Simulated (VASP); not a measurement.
BAs, 2 atoms in the cell. Symmetry: Pmmm, No. 47, orthorhombic system. The conventional cell has a = 2.410 Å, b = 2.748 Å, c = 4.338 Å, α = 90.00°, β = 90.00°, γ = 90.00°. B (site symmetry mmm) has 4 B at 2.41 to 2.75 Å and 4 As at 2.57 Å within 3.2 Å. Within 3.2 Å of As (site symmetry mmm) lie 4 As at 2.41 to 2.75 Å and 4 B at 2.57 Å. 

```yaml
Program: VASP 6.6.1
Task: single point
Functional: revPBE
Dispersion: D3(BJ)
Potentials_or_basis: VASP PAW PBE potentials, release 64 (B, As_d)
Cutoff: 560 eV
k_mesh: 12 × 8 × 6
Occupations: fermi-dirac, width 0.05 eV
Spin: no spin polarisation
Dipole_correction: no
Further_INCAR_settings: ALGO = Normal; EDIFF = 1e-06; NBANDS = 16
```

Potentials or basis: VASP PAW PBE potentials, release 64 (B, As_d).

Command:

```bash
$ cat potpaw_PBE.64/B/POTCAR potpaw_PBE.64/As_d/POTCAR > POTCAR
$ mpirun -np 1 vasp_std > vasp.out
```

Hardware: 1 thread of Intel(R) Xeon(R) Platinum 8259CL CPU @ 2.50GHz (Skylake/Cascade Lake), on a shared host.

Q: Estimate the wall time of this run.

A: Wall time 30 s on 1 thread of Intel(R) Xeon(R) Platinum 8259CL CPU @ 2.50GHz (Skylake/Cascade Lake), on a shared host, peak memory 0.2 GiB. Counts: scf iterations 11, k points 140.
